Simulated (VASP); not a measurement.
A run of VASP 6.6.1 is set up as follows.

INCAR

```
PREC = Accurate ; ENCUT = 600
EDIFF = 1E-6 ; ISMEAR = 0
SIGMA = 0.1 ; LREAL = False
LASPH = True ; NELM = 150
ALGO = Normal ; ISIF = 3
LWAVE = False ; LCHARG = False
ISPIN = 2 ; MAGMOM = 0 0 0 0.83
LORBIT = 11 ; LMAXMIX = 4
GGA = PE ; IBRION = 2
NSW = 100 ; EDIFFG = -0.01
```

KPOINTS

```
regular mesh
0
Gamma
  16 16 16
```

Contents of POSCAR:

```
MoH3
1.0
    2.9071968819      0.0000000000      0.0000000000
    0.0000000000      2.9071968819      0.0000000000
    0.0000000000      0.0000000000      2.9071968819
H Mo
3 1
Direct
    0.5000000000      0.0000000000      0.0000000000
    0.0000000000      0.5000000000      0.0000000000
    0.0000000000      0.0000000000      0.5000000000
    0.5000000000      0.5000000000      0.5000000000
```

Potentials or basis: VASP PAW PBE potentials, release 64 (H, Mo_sv).

The run is started by

```sh
$ cat potpaw_PBE.64/H/POTCAR potpaw_PBE.64/Mo_sv/POTCAR > POTCAR
$ mpirun -np 1 vasp_std > vasp.out
```

(1) Estimate the site moments.

(2) Predict the relaxed cell.

(3) Estimate the space group after relaxing (to 0.1 Å).

Answers

(1) H -0.01; Mo +0.92 μB.

(2) a = 2.917 Å, b = 2.917 Å, c = 2.917 Å, α = 90.00°, β = 90.00°, γ = 90.00°.

(3) Pm-3m (No. 221).
